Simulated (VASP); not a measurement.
# BaTe (P2_1/m) in VASP: a series of runs, part 2 of 2

VASP 6.6.1. Earlier steps stand in the parts before.

**3. Single point, r2SCAN (shear xy strain -3.5%)**

The input, POSCAR:

```
BaTe
1.0
    4.8953714881     -0.0856690011      0.0000000000
   -2.5218772753      4.2823505702      0.0000000000
    0.0000000000      0.0000000000      8.5840688869
Ba Te
2 2
Direct
    0.0000000000      0.0000000000      0.0000000000
    0.0000000000      0.0000000000      0.5000000000
    0.3256050187      0.6662930953      0.2500000000
    0.6743949813      0.3337069047      0.7500000000
```

The input, INCAR.step1:

```
SYSTEM = BaTe
PREC     = Accurate       ! precision mode
ENCUT    = 520            ! plane-wave cutoff, eV
ISMEAR   = 0              ! smearing method
SIGMA    = 0.01           ! smearing width, eV
LREAL    = .False.        ! projectors in reciprocal space
LASPH    = .True.         ! aspherical terms in the spheres
NELM     = 60             ! most SCF steps
NBANDS   = 24             ! bands
GGA      = PE             ! functional
ALGO     = Normal         ! electronic algorithm
EDIFF    = 1E-4           ! SCF threshold, eV
LWAVE    = .True.         ! write WAVECAR
LCHARG   = .False.        ! write CHGCAR
```

The input, INCAR.step2:

```
SYSTEM = BaTe
PREC     = Accurate       ! precision mode
ENCUT    = 520            ! plane-wave cutoff, eV
EDIFF    = 1E-6           ! SCF threshold, eV
ISMEAR   = 0              ! smearing method
SIGMA    = 0.01           ! smearing width, eV
LREAL    = .False.        ! projectors in reciprocal space
LASPH    = .True.         ! aspherical terms in the spheres
NELM     = 60             ! most SCF steps
ALGO     = Normal         ! electronic algorithm
ISIF     = 2              ! what is computed and relaxed
LWAVE    = .False.        ! write WAVECAR
LCHARG   = .False.        ! write CHGCAR
METAGGA  = R2SCAN         ! meta-GGA
LMIXTAU  = .True.       
NBANDS   = 24             ! bands
ISTART   = 1
```

The input, KPOINTS:

```
Automatic mesh
0
Gamma
  6 6 4
  0 0 0
```

Potentials or basis: VASP PAW PBE potentials, release 64 (Ba_sv, Te).

Command:

```console
$ cat potpaw_PBE.64/Ba_sv/POTCAR potpaw_PBE.64/Te/POTCAR > POTCAR
$ cp INCAR.step1 INCAR
$ mpirun -np 1 vasp_std > vasp.out
$ cp INCAR.step2 INCAR
$ mpirun -np 1 vasp_std > vasp.out
```

OUTCAR:

```text
SYSTEM = BaTe
   PREC = Accurate
   ENCUT = 520
   EDIFF = 1E-6
   ISMEAR = 0
   LREAL = .False.
   LASPH = .True.
   NELM = 60
   ISIF = 2
   METAGGA = R2SCAN
   ISTART = 1

 ion  position               nearest neighbor table
   1  0.000  0.000  0.000-   4 3.54   3 3.54   4 3.55   3 3.55   3 3.56   4 3.56   2 4.29   2 4.29

   2  0.000  0.000  0.500-   4 3.54   3 3.54   4 3.55   3 3.55   3 3.56   4 3.56   1 4.29   1 4.29

   3  0.326  0.666  0.250-   1 3.54   2 3.54   1 3.55   2 3.55   1 3.56   2 3.56
   4  0.674  0.334  0.750-   1 3.54   2 3.54   1 3.55   2 3.55   1 3.56   2 3.56

  LATTYP: Found a simple monoclinic cell.
 ALAT       =     4.8213702379
 B/A-ratio  =     1.7804210138
 C/A-ratio  =     1.0155040565
 COS(beta)  =    -0.4769806211

  Lattice vectors:

 A1 = (   2.3734942128,   4.1966815691,   0.0000000000)
 A2 = (   0.0000000000,   0.0000000000,  -8.5840688869)
 A3 = (  -4.8953714881,   0.0856690011,   0.0000000000)

Analysis of symmetry for initial positions (statically):
=====================================================================
 Subroutine PRICEL returns:
 Original cell was already a primitive cell.

 Routine SETGRP: Setting up the symmetry group for a
 simple monoclinic supercell.

 Subroutine GETGRP returns: Found  4 space group operations
 (whereof  2 operations were pure point group operations)
 out of a pool of  4 trial point group operations.

The static configuration has the point symmetry S_2 .
 The point group associated with its full space group is C_2h.

Analysis of symmetry for dynamics (positions and initial velocities):
=====================================================================
 Subroutine PRICEL returns:
 Original cell was already a primitive cell.

 Routine SETGRP: Setting up the symmetry group for a
 simple monoclinic supercell.

 Subroutine GETGRP returns: Found  4 space group operations
 (whereof  2 operations were pure point group operations)
 out of a pool of  4 trial point group operations.

The dynamic configuration has the point symmetry S_2 .
 The point group associated with its full space group is C_2h.

 Subroutine INISYM returns: Found  4 space group operations
 (whereof  2 operations are pure point group operations),
 and found     1 'primitive' translations

----------------------------------------------------------------------------------------

                                     Primitive cell

  volume of cell :     178.0993

  direct lattice vectors                    reciprocal lattice vectors
     4.895371488 -0.085669001  0.000000000     0.206401715  0.121550019  0.000000000
    -2.521877275  4.282350570  0.000000000     0.004129094  0.235948237  0.000000000
     0.000000000  0.000000000  8.584068887     0.000000000  0.000000000  0.116494871

  length of vectors
     4.896121034  4.969747619  8.584068887     0.239533035  0.235984364  0.116494871

  position of ions in fractional coordinates (direct lattice)
     0.000000000  0.000000000  0.000000000
     0.000000000  0.000000000  0.500000000
     0.325605019  0.666293095  0.250000000
     0.674394981  0.333706905  0.750000000

  ion indices of the primitive-cell ions
   primitive index   ion index
                 1           1
                 2           2
                 3           3
                 4           4

[... 23 lines left out ...]

 Found     60 irreducible k-points:

 Following reciprocal coordinates:
            Coordinates               Weight
  0.000000  0.000000  0.000000      1.000000
  0.166667 -0.000000  0.000000      2.000000
  0.333333  0.000000  0.000000      2.000000
  0.500000  0.000000  0.000000      1.000000
  0.000000  0.166667  0.000000      2.000000
  0.166667  0.166667  0.000000      2.000000
[... 16 lines left out ...]
  0.333333  0.000000  0.250000      4.000000
  0.500000  0.000000  0.250000      2.000000
 [... further k-points ...]
   k-points           NKPTS =     60   k-points in BZ     NKDIM =     60   number of bands    NBANDS=     24
   number of dos      NEDOS =    301   number of ions     NIONS =      4
   total plane-waves  NPLWV =  92160
   dimension x,y,z NGX =    36 NGY =   40 NGZ =   64
   dimension x,y,z NGXF=    72 NGYF=   80 NGZF=  128
   ions per type =               2   2
   NGX,Y,Z   is equivalent  to a cutoff of  12.22, 13.38, 12.39 a.u.
   NGXF,Y,Z  is equivalent  to a cutoff of  24.45, 26.76, 24.79 a.u.
 SYSTEM =  BaTe
   PREC   = accura    normal or accurate (medium, high low for compatibility)
   ISTART =      1    job   : 0-new  1-cont  2-samecut
   ICHARG =      0    charge: 1-file 2-atom 10-const
   ISPIN  =      1    spin polarized calculation?
   LNONCOLLINEAR =      F non collinear calculations
   LSORBIT =      F    spin-orbit coupling
   LASPH  =      T    aspherical Exc in radial PAW
   ENCUT  =  520.0 eV  38.22 Ry    6.18 a.u.   9.10  9.24 15.96*2*pi/ulx,y,z
   NELM   =     60;   NELMIN=  2; NELMDL=  0     # of ELM steps
   EDIFF  = 0.1E-05   stopping-criterion for ELM
   LREAL  =      F    real-space projection
   EDIFFG = 0.1E-04   stopping-criterion for IOM
   NSW    =      0    number of steps for IOM
   IBRION =     -1    ionic relax: 0-MD 1-quasi-New 2-CG
   NFREE  =      0    steps in history (QN), initial steepest desc. (CG)
   ISIF   =      2    stress and relaxation
   ISYM   =      2    0-nonsym 1-usesym 2-fastsym
   POTIM  = 0.5000    time-step for ionic-motion
   TEBEG  =    0.0;   TEEND  =   0.0 temperature during run
   PSTRESS=    0.0 pullay stress
   NELECT =      32.0000    total number of electrons
   NUPDOWN=      -1.0000    fix difference up-down
   EMIN   =  10.00;   EMAX   =-10.00  energy-range for DOS
   EFERMI =   0.00;   METHOD = LEGACY
   ISMEAR =     0;   SIGMA  =   0.01  broadening in eV -4-tet -1-fermi 0-gaus
   EFERMI_NEDOS =   21; number of points for ismear=-14 and -15
   IALGO  =     38    algorithm
   IMIX   =      4    mixing-type and parameters
     AMIX     =   0.40;   BMIX     =  1.00
     AMIX_MAG =   1.60;   BMIX_MAG =  1.00
  volume/ion in A,a.u.               =      44.52       300.47
  Fermi-wavevector in a.u.,A,eV,Ry     =   0.923785  1.745700 11.610916  0.853378
  Thomas-Fermi vector in A             =   2.049459
   LORBIT       =      0    0 simple, 1 ext, 2 COOP (PROOUT), +10 PAW based schemes
   METAGGA = R2SCAN    functional components
   LHFCALC =     F    Hartree Fock is set to
   AEXX    =    0.0000 exact exchange contribution
   IVDW    =     0    specifies the selected vdW correction
   LEPSILON=     F    determine dielectric tensor
   LRPA    =     F    only Hartree local field effects (RPA)
 non-spin polarized calculation
 Gauss-broadening in eV      SIGMA  =   0.01
  energy-cutoff  :      520.00
  volume of cell :      178.10
 maximum number of plane-waves:      4836
   NGX = 19   NGY = 19   NGZ = 31

 number of electron      31.9999999 magnetization

 Free energy of the ion-electron system (eV)
  ---------------------------------------------------
  ext. energy  EPLUGINS =         0.00000000
  ---------------------------------------------------
  free energy    TOTEN  =      -111.73190213 eV

  energy without entropy =     -111.73190213  energy(sigma->0) =     -111.73190213

 E-fermi :   2.0703     XC(G=0):  -8.4603

 val. band max:        2.0095230575   @ k =   0.0000   0.0000   0.0000
 cond. band min:       3.9812396800   @ k =   0.5000   0.0000   0.0000
 fundamental gap:      1.9717166225
 Fermi energy:         2.0703300266

 k-point     1 :       0.0000    0.0000    0.0000
  band No.  band energies     occupation
      1     -26.1745      2.00000
      2     -26.1493      2.00000
      3     -11.3688      2.00000
      4     -10.8989      2.00000
      5     -10.8977      2.00000
      6     -10.8501      2.00000
[... 637 lines left out ...]
     23       7.5420      0.00000
     24       7.8673      0.00000

 [... further k-points ...]

------------------------ aborting loop because EDIFF is reached ----------------------------------------

  FORCE on cell =-STRESS in cart. coord.  units (eV):
  Direction    XX          YY          ZZ          XY          YZ          ZX
  --------------------------------------------------------------------------------------
  -------------------------------------------------------------------------------------
  Total        0.3096100      0.3602865      0.3943321      0.4780285      0.0000000      0.0000000
  in kB        2.7852450      3.2411300      3.5474037      4.3003348      0.0000000      0.0000000
  external PRESSURE =       3.1912596 kB  Pullay stress =       0.0000000 kB

 VOLUME and BASIS-vectors are now :
 -----------------------------------------------------------------------------
  energy-cutoff  :      520.00
  volume of cell :      178.10
      direct lattice vectors                 reciprocal lattice vectors
     4.895371488 -0.085669001  0.000000000     0.206401715  0.121550019  0.000000000
    -2.521877275  4.282350570  0.000000000     0.004129094  0.235948237  0.000000000
     0.000000000  0.000000000  8.584068887     0.000000000  0.000000000  0.116494871

 POSITION                                       TOTAL-FORCE (eV/Angst)
 -----------------------------------------------------------------------------------
      0.00000      0.00000      0.00000         0.000000     -0.000000      0.000000
      0.00000      0.00000      4.29203         0.000000      0.000000      0.000000
     -0.08635      2.82541      2.14602        -0.002779     -0.000231      0.000000
      2.45985      1.37128      6.43805         0.002779      0.000231      0.000000
 -----------------------------------------------------------------------------------
    total drift:                               -0.000000      0.000000     -0.000000

  FREE ENERGIE OF THE ION-ELECTRON SYSTEM (eV)
  ---------------------------------------------------
  free  energy   TOTEN  =      -111.7319021303 eV

  energy  without entropy=     -111.7319021303  energy(sigma->0) =     -111.73190213
```

It took 14 min on 1 thread of Intel Xeon 8259CL, shared host; peak memory 0.49 GiB.

Results:

```
Free energy            : -111.7319 eV
Pressure               : 0.3 GPa
Band gap on the k mesh : 1.97 eV (least direct gap 2.03 eV)
```

Forces on the atoms (eV/Å):
```
Ba   0.000  0.000  0.000
Ba   0.000  0.000  0.000
Te  -0.003  0.000  0.000
Te   0.003  0.000  0.000
```

Stress tensor (GPa, compression positive):
```
0.28 0.43 0.00
0.43 0.32 0.00
0.00 0.00 0.35
```

Caveat: the cell differs from its parent crystal (shear xy strain -3.5%); the PAW data sets were made with another functional, which shifts forces and pressure a little; spin-orbit coupling is left out, which moves the levels of the heavy elements.
